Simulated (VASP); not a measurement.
# Mg2Sn in VASP: further runs, part 3 of 3

VASP 6.6.1. The steps go on from the part before.

## (5) Electric field gradients, LDA (24.70 Å³/atom)

File INCAR:

```
SYSTEM = Mg2Sn
PREC = Accurate
ENCUT = 520
EDIFF = 1E-8
ISMEAR = -1
SIGMA = 0.08
LREAL = .FALSE.
LASPH = .TRUE.
NELM = 120
ALGO = Normal
ISIF = 2
LWAVE = .FALSE.
LCHARG = .FALSE.
LEFG = .TRUE.
NBANDS = 16
GGA_COMPAT = .FALSE.
```

File KPOINTS:

```
Automatic mesh
0
G
  11 11 11
  0 0 0
```

File POSCAR:

```
Mg2Sn
1.0
    0.0000000000      3.3338254821      3.3338254821
    3.3338254821      0.0000000000      3.3338254821
    3.3338254821      3.3338254821      0.0000000000
Mg Sn
2 1
Direct
    0.2500000000      0.2500000000      0.2500000000
    0.7500000000      0.7500000000      0.7500000000
    0.0000000000      0.0000000000      0.0000000000
```

Potentials or basis: VASP PAW LDA potentials, release 64 (Mg, Sn_d).

Run with:

```bash
$ cat potpaw_LDA.64/Mg/POTCAR potpaw_LDA.64/Sn_d/POTCAR > POTCAR
$ mpirun -np 1 vasp_std > vasp.out
```

OUTCAR:

```text
SYSTEM = Mg2Sn
   PREC = Accurate
   ENCUT = 520
   EDIFF = 1E-8
   ISMEAR = -1
   LREAL = .FALSE.
   LASPH = .TRUE.
   NELM = 120
   ISIF = 2

 ion  position               nearest neighbor table
   1  0.250  0.250  0.250-   3 2.89   3 2.89   3 2.89   3 2.89   2 3.33   2 3.33   2 3.33   2 3.33
                             2 3.33   2 3.33
   2  0.750  0.750  0.750-   3 2.89   3 2.89   3 2.89   3 2.89   1 3.33   1 3.33   1 3.33   1 3.33
                             1 3.33   1 3.33
   3  0.000  0.000  0.000-   2 2.89   2 2.89   2 2.89   1 2.89   2 2.89   1 2.89   1 2.89   1 2.89

  LATTYP: Found a face centered cubic cell.
 ALAT       =     6.6676509642

  Lattice vectors:

 A1 = (   0.0000000000,   3.3338254821,   3.3338254821)
 A2 = (   3.3338254821,   0.0000000000,   3.3338254821)
 A3 = (   3.3338254821,   3.3338254821,   0.0000000000)

Analysis of symmetry for initial positions (statically):
=====================================================================
 Subroutine PRICEL returns:
 Original cell was already a primitive cell.

 Routine SETGRP: Setting up the symmetry group for a
 face centered cubic supercell.

 Subroutine GETGRP returns: Found 48 space group operations
 (whereof 48 operations were pure point group operations)
 out of a pool of 48 trial point group operations.

The static configuration has the point symmetry O_h .

Analysis of symmetry for dynamics (positions and initial velocities):
=====================================================================
 Subroutine PRICEL returns:
 Original cell was already a primitive cell.

 Routine SETGRP: Setting up the symmetry group for a
[... 615 lines left out ...]
     15      10.7543      0.00000
     16      11.2277      0.00000

 [... further k-points ...]

------------------------ aborting loop because EDIFF is reached ----------------------------------------

  FORCE on cell =-STRESS in cart. coord.  units (eV):
  Direction    XX          YY          ZZ          XY          YZ          ZX
  --------------------------------------------------------------------------------------
  -------------------------------------------------------------------------------------
  Total       -0.1671980     -0.1671980     -0.1671980     -0.0000000      0.0000000     -0.0000000
  in kB       -3.6147910     -3.6147910     -3.6147910     -0.0000000      0.0000000     -0.0000000
  external PRESSURE =      -3.6147910 kB  Pullay stress =       0.0000000 kB

 VOLUME and BASIS-vectors are now :
 -----------------------------------------------------------------------------
  energy-cutoff  :      520.00
  volume of cell :       74.11
      direct lattice vectors                 reciprocal lattice vectors
     0.000000000  3.333825482  3.333825482    -0.149977857  0.149977857  0.149977857
     3.333825482  0.000000000  3.333825482     0.149977857 -0.149977857  0.149977857
     3.333825482  3.333825482  0.000000000     0.149977857  0.149977857 -0.149977857

 POSITION                                       TOTAL-FORCE (eV/Angst)
 -----------------------------------------------------------------------------------
      1.66691      1.66691      1.66691         0.000000      0.000000      0.000000
      5.00074      5.00074      5.00074        -0.000000     -0.000000     -0.000000
      0.00000      0.00000      0.00000        -0.000000     -0.000000     -0.000000
 -----------------------------------------------------------------------------------
    total drift:                               -0.000000      0.000000      0.000000

  FREE ENERGIE OF THE ION-ELECTRON SYSTEM (eV)
  ---------------------------------------------------
  free  energy   TOTEN  =        -8.9404056639 eV

  energy  without entropy=       -8.9339740610  energy(sigma->0) =       -8.93718986

 Electric field gradients (V/A^2)
---------------------------------------------------------------------
 ion       V_xx      V_yy      V_zz      V_xy      V_xz      V_yz
---------------------------------------------------------------------
   1       0.000    -0.000    -0.000     0.000     0.000     0.000
   2      -0.000    -0.000    -0.000     0.000     0.000     0.000
   3      -0.000     0.000     0.000     0.002     0.002     0.002
---------------------------------------------------------------------

 Electric field gradients after diagonalization (V/A^2)
 (convention: |V_zz| > |V_xx| > |V_yy|)
----------------------------------------------------------------------
 ion       V_xx      V_yy      V_zz     asymmetry (V_yy - V_xx)/ V_zz
----------------------------------------------------------------------
   1      -0.000    -0.000     0.000       0.000
   2      -0.000    -0.000     0.000       0.000
   3      -0.002    -0.002     0.005       0.000
----------------------------------------------------------------------

           NMR quadrupolar parameters

 Cq : quadrupolar parameter    Cq=e*Q*V_zz/h
 eta: asymmetry parameters     (V_yy - V_xx)/ V_zz
 Q  : nuclear electric quadrupole moment in mb (millibarn)
----------------------------------------------------------------------
 ion       Cq(MHz)       eta       Q (mb)
----------------------------------------------------------------------
   1       0.000       0.000       1.000
   2       0.000       0.000       1.000
   3       0.000       0.000       1.000
----------------------------------------------------------------------
```

stdout:

```text
POSCAR found type information on POSCAR MgSn
 POSCAR found :  2 types and       3 ions
 scaLAPACK will be used
 LDA part: xc-table for (Slater(with rela. corr.)+CA(PZ))
 , standard interpolation
 POSCAR, INCAR and KPOINTS ok, starting setup
 FFT: planning ... GRIDC
 FFT: planning ... GRID_SOFT
 FFT: planning ... GRID
 WAVECAR not read
 entering main loop
ion   1

ion   2

ion   3
```

Run time: 96 s. Hardware: 1 thread of Intel Xeon 8259CL, shared host; peak memory 0.21 GiB.

What came out:

```
Free energy                             : -8.9404 eV
Pressure                                : -0.4 GPa
Band gap on the k mesh                  : zero (bands 9 and 10 overlap by 0.09 eV)
Largest electric field gradient by atom : zero within the noise of the run
```

Caveat: spin-orbit coupling is left out, which moves the levels of the heavy elements.

## (6) Electric field gradients, LDA (25.47 Å³/atom)

This run uses another cell than the first one, of 25.47 Å³/atom.

File INCAR:

```
SYSTEM = Mg2Sn
PREC = Accurate ; ENCUT = 520
EDIFF = 1E-8 ; ISMEAR = -1
SIGMA = 0.08 ; LREAL = .False.
LASPH = .True. ; NELM = 120
ALGO = Normal ; ISIF = 2
LWAVE = .False. ; LCHARG = .False.
LEFG = .True. ; NBANDS = 16
GGA_COMPAT = .False.
```

File KPOINTS:

```
Automatic mesh
0
Gamma
  11 11 11
  0 0 0
```

File POSCAR:

```
Mg2Sn
1.0
    0.0000000000      3.3681972400      3.3681972400
    3.3681972400      0.0000000000      3.3681972400
    3.3681972400      3.3681972400      0.0000000000
Mg Sn
2 1
Direct
    0.2500000000      0.2500000000      0.2500000000
    0.7500000000      0.7500000000      0.7500000000
    0.0000000000      0.0000000000      0.0000000000
```

Potentials or basis: VASP PAW LDA potentials, release 64 (Mg, Sn_d).

Run with:

```bash
$ cat potpaw_LDA.64/Mg/POTCAR potpaw_LDA.64/Sn_d/POTCAR > POTCAR
$ mpirun -np 1 vasp_std > vasp.out
```

OUTCAR:

```text
SYSTEM = Mg2Sn
   PREC = Accurate
   ENCUT = 520
   EDIFF = 1E-8
   ISMEAR = -1
   LREAL = .False.
   LASPH = .True.
   NELM = 120
   ISIF = 2

 ion  position               nearest neighbor table
   1  0.250  0.250  0.250-   3 2.92   3 2.92   3 2.92   3 2.92   2 3.37   2 3.37   2 3.37   2 3.37
                             2 3.37   2 3.37
   2  0.750  0.750  0.750-   3 2.92   3 2.92   3 2.92   3 2.92   1 3.37   1 3.37   1 3.37   1 3.37
                             1 3.37   1 3.37
   3  0.000  0.000  0.000-   2 2.92   2 2.92   2 2.92   1 2.92   2 2.92   1 2.92   1 2.92   1 2.92

  LATTYP: Found a face centered cubic cell.
 ALAT       =     6.7363944800

  Lattice vectors:

 A1 = (   0.0000000000,   3.3681972400,   3.3681972400)
 A2 = (   3.3681972400,   0.0000000000,   3.3681972400)
 A3 = (   3.3681972400,   3.3681972400,   0.0000000000)

Analysis of symmetry for initial positions (statically):
=====================================================================
 Subroutine PRICEL returns:
 Original cell was already a primitive cell.

 Routine SETGRP: Setting up the symmetry group for a
 face centered cubic supercell.

 Subroutine GETGRP returns: Found 48 space group operations
 (whereof 48 operations were pure point group operations)
 out of a pool of 48 trial point group operations.

The static configuration has the point symmetry O_h .

Analysis of symmetry for dynamics (positions and initial velocities):
=====================================================================
 Subroutine PRICEL returns:
 Original cell was already a primitive cell.

 Routine SETGRP: Setting up the symmetry group for a
[... 615 lines left out ...]
     15      10.3857      0.00000
     16      10.8212      0.00000

 [... further k-points ...]

------------------------ aborting loop because EDIFF is reached ----------------------------------------

  FORCE on cell =-STRESS in cart. coord.  units (eV):
  Direction    XX          YY          ZZ          XY          YZ          ZX
  --------------------------------------------------------------------------------------
  -------------------------------------------------------------------------------------
  Total       -0.8050180     -0.8050180     -0.8050180     -0.0000000     -0.0000000      0.0000000
  in kB      -16.8769364    -16.8769364    -16.8769364     -0.0000000     -0.0000000      0.0000000
  external PRESSURE =     -16.8769364 kB  Pullay stress =       0.0000000 kB

 VOLUME and BASIS-vectors are now :
 -----------------------------------------------------------------------------
  energy-cutoff  :      520.00
  volume of cell :       76.42
      direct lattice vectors                 reciprocal lattice vectors
     0.000000000  3.368197240  3.368197240    -0.148447363  0.148447363  0.148447363
     3.368197240  0.000000000  3.368197240     0.148447363 -0.148447363  0.148447363
     3.368197240  3.368197240  0.000000000     0.148447363  0.148447363 -0.148447363

 POSITION                                       TOTAL-FORCE (eV/Angst)
 -----------------------------------------------------------------------------------
      1.68410      1.68410      1.68410         0.000000      0.000000      0.000000
      5.05230      5.05230      5.05230        -0.000000     -0.000000     -0.000000
      0.00000      0.00000      0.00000        -0.000000     -0.000000     -0.000000
 -----------------------------------------------------------------------------------
    total drift:                               -0.000000      0.000000      0.000000

  FREE ENERGIE OF THE ION-ELECTRON SYSTEM (eV)
  ---------------------------------------------------
  free  energy   TOTEN  =        -8.9256858960 eV

  energy  without entropy=       -8.9188569820  energy(sigma->0) =       -8.92227144

 Electric field gradients (V/A^2)
---------------------------------------------------------------------
 ion       V_xx      V_yy      V_zz      V_xy      V_xz      V_yz
---------------------------------------------------------------------
   1      -0.000     0.000     0.000     0.000     0.000     0.000
   2      -0.000    -0.000     0.000     0.000     0.000     0.000
   3       0.000    -0.000    -0.000     0.002     0.002     0.002
---------------------------------------------------------------------

 Electric field gradients after diagonalization (V/A^2)
 (convention: |V_zz| > |V_xx| > |V_yy|)
----------------------------------------------------------------------
 ion       V_xx      V_yy      V_zz     asymmetry (V_yy - V_xx)/ V_zz
----------------------------------------------------------------------
   1      -0.000    -0.000     0.000       0.000
   2      -0.000    -0.000     0.000       0.000
   3      -0.002    -0.002     0.004       0.000
----------------------------------------------------------------------

           NMR quadrupolar parameters

 Cq : quadrupolar parameter    Cq=e*Q*V_zz/h
 eta: asymmetry parameters     (V_yy - V_xx)/ V_zz
 Q  : nuclear electric quadrupole moment in mb (millibarn)
----------------------------------------------------------------------
 ion       Cq(MHz)       eta       Q (mb)
----------------------------------------------------------------------
   1       0.000       0.000       1.000
   2       0.000       0.000       1.000
   3       0.000       0.000       1.000
----------------------------------------------------------------------
```

stdout:

```text
POSCAR found type information on POSCAR MgSn
 POSCAR found :  2 types and       3 ions
 scaLAPACK will be used
 LDA part: xc-table for (Slater(with rela. corr.)+CA(PZ))
 , standard interpolation
 POSCAR, INCAR and KPOINTS ok, starting setup
 FFT: planning ... GRIDC
 FFT: planning ... GRID_SOFT
 FFT: planning ... GRID
 WAVECAR not read
 entering main loop
ion   1

ion   2

ion   3
```

It took 87 s on 1 thread of Intel Xeon 8259CL, shared host; peak memory 0.22 GiB.

What came out:

| Item | Value |
| --- | --- |
| Free energy | -8.9257 eV |
| Pressure | -1.7 GPa |
| Band gap on the k mesh | zero (bands 9 and 10 overlap by 0.14 eV) |
| Largest electric field gradient by atom | zero within the noise of the run |

Caveat: spin-orbit coupling is left out, which moves the levels of the heavy elements.

## (7) The runs side by side

| cell | gap on the mesh (eV) | pressure (GPa) |
| --- | --- | --- |
| a = 4.732, b = 4.732, c = 4.684 Å, angles 60.3, 60.3, 59.3°, 3 atoms | none | -0.4 |
| a = 4.715 Å, angles 60.0°, 3 atoms | none | -0.4 |
| a = 4.763 Å, angles 60.0°, 3 atoms | none | -1.7 |

Alike in all rows: task electric field gradients; level LDA; potentials or basis VASP PAW LDA potentials, release 64 (Mg, Sn_d); no spin polarisation; k mesh 11 × 11 × 11; cutoff (eV) 520; smearing fermi-dirac 0.08 eV.

Caveats: spin-orbit coupling is left out, which moves the levels of the heavy elements.

Absolute energies hang on the potentials; compare differences alone.
